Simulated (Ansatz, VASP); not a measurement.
## ScSi4O: VASP beside Ansatz

The input INCAR:

```
SYSTEM = ScSi4O
  PREC = Accurate
  ENCUT = 600
  EDIFF = 1E-7
  ISMEAR = 0
  SIGMA = 0.1
  LREAL = .False.
  LASPH = .True.
  NELM = 80
  ALGO = Normal
  ISIF = 3
  LWAVE = .False.
  LCHARG = .False.
  GGA = PE
  IBRION = 2
  NSW = 100
  EDIFFG = -0.01
```

Contents of KPOINTS:

```
regular mesh
0
Gamma
  8 8 8
  0 0 0
```

POSCAR

```
ScSi4O
1.0
    4.9301210656      0.0000000000      0.0000000000
    0.0000000000      4.9301210656      0.0000000000
    0.0000000000      0.0000000000      4.7069078342
Sc Si O
1 4 1
Direct
    0.0000000000      0.0000000000      0.5000000000
    0.0000000000      0.5000000000      0.5000000000
    0.5000000000      0.0000000000      0.5000000000
    0.0000000000      0.5000000000      0.0000000000
    0.5000000000      0.0000000000      0.0000000000
    0.5000000000      0.5000000000      0.5000000000
```

Input for Ansatz:

```yaml
crystal:
  lattice:
    - [4.9301210656, 0.0, 0.0]
    - [0.0, 4.9301210656, 0.0]
    - [0.0, 0.0, 4.7069078342]
  atoms:
    - { symbol: Sc, position: [0.0, 0.0, 0.5] }
    - { symbol: Si, position: [0.0, 0.5, 0.5] }
    - { symbol: Si, position: [0.5, 0.0, 0.5] }
    - { symbol: Si, position: [0.0, 0.5, 0.0] }
    - { symbol: Si, position: [0.5, 0.0, 0.0] }
    - { symbol: O, position: [0.5, 0.5, 0.5] }
basis:
  ecutwfc: 420
kpoints:
  mp_grid: { grid: [8, 8, 8] }
hamiltonian:
  xc: pbe
scf:
  occupations: { method: gaussian, width: 0.1 }
output:
  forces: true
  stress: true
  eigenvalues: true
  write_density: true
  write_potential: true
  elf: true
  volumetric_format: npy
relax:
  adjacent_minimum: "off"
  f_tol: 0.01
  max_steps: 80
  cell: { stress_tol: 0.05 }
```

Alike in both runs: task relaxation of cell and atoms; functional PBE; k mesh 8 × 8 × 8; occupations gaussian, width 0.1 eV; no spin polarisation.

|  | VASP | Ansatz |
| --- | --- | --- |
| version | VASP 6.6.1 | Ansatz 0.2.0 |
| potentials or method | VASP PAW PBE potentials, release 64 (Sc_sv, Si, O), cutoff 600 eV | scalar-relativistic, plane waves, PAW |
| valence electrons in the cell | 33 | 33 |

|  | VASP | Ansatz | Ansatz less VASP |
| --- | --- | --- | --- |
| gap on the k mesh at the Fermi level, each at its own relaxed structure (eV) | none | none | - |
| relaxed volume (Å³/atom) | 19.38 | 19.37 | -0.011 |
| relaxed length of the cell vector where the two differ most in proportion (Å) | 4.979 | 4.976 | -0.0027 |

A gap of «none» marks a metal or a gap that the smearing closes.
